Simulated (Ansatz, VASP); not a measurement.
**InSbTe3: VASP beside Ansatz**

Contents of INCAR:

```
SYSTEM = InSbTe3
ALGO = Normal
EDIFF = 1E-6
ENCUT = 520
GGA = PE
ISIF = 2
ISMEAR = 0
LASPH = .TRUE.
LCHARG = .TRUE.
LELF = .TRUE.
LREAL = .FALSE.
LVHAR = .TRUE.
LWAVE = .FALSE.
NBANDS = 26
NELM = 60
PREC = Accurate
SIGMA = 0.1
```

The input KPOINTS:

```
k-points
0
G
  4 4 4
  0 0 0
```

POSCAR

```
InSbTe3
1.0
    5.1873383900      0.0000000000      0.0000000000
    0.0000000000      5.1873383900      0.0000000000
    0.0000000000      0.0000000000      5.1873383900
In Sb Te
1 1 3
Direct
    0.5000000000      0.5000000000      0.5000000000
    0.0000000000      0.0000000000      0.0000000000
    0.5000000000      0.0000000000      0.0000000000
    0.0000000000      0.5000000000      0.0000000000
    0.0000000000      0.0000000000      0.5000000000
```

Input for Ansatz:

```yaml
crystal:
  lattice:
    - [5.18733839, 0.0, 0.0]
    - [0.0, 5.18733839, 0.0]
    - [0.0, 0.0, 5.18733839]
  atoms:
    - { symbol: In, position: [0.5, 0.5, 0.5] }
    - { symbol: Sb, position: [0.0, 0.0, 0.0] }
    - { symbol: Te, position: [0.5, 0.0, 0.0] }
    - { symbol: Te, position: [0.0, 0.5, 0.0] }
    - { symbol: Te, position: [0.0, 0.0, 0.5] }
basis:
  ecutwfc: 420
kpoints:
  mp_grid: { grid: [4, 4, 4] }
hamiltonian:
  xc: pbe
scf:
  occupations: { method: gaussian, width: 0.1 }
  lower_state_search: "off"
output:
  forces: true
  stress: true
  eigenvalues: true
```

Change from the starting cell: species swapped into the KMnF3 type (Pm-3m, No. 221).

Alike in both runs: task single point; functional PBE; k mesh 4 × 4 × 4; occupations gaussian, width 0.1 eV; no spin polarisation.

|  | VASP | Ansatz |
| --- | --- | --- |
| version | VASP 6.6.1 | Ansatz 0.2.0 |
| potentials or method | VASP PAW PBE potentials, release 64 (In_d, Sb, Te), cutoff 520 eV | scalar-relativistic, plane waves, PAW |
| valence electrons in the cell | 36 | 76 |

```tsv
	VASP	Ansatz	Ansatz less VASP
gap on the k mesh at the Fermi level (eV)	none	none	-
pressure (GPa)	21.3	21.1	-0.25
```

A gap of «none» marks a metal or a gap that the smearing closes. VASP's potentials hold 36 valence electrons a cell and Ansatz's 76, so a difference there can come from the potentials and not from the codes.

Neither program's run includes spin-orbit coupling.
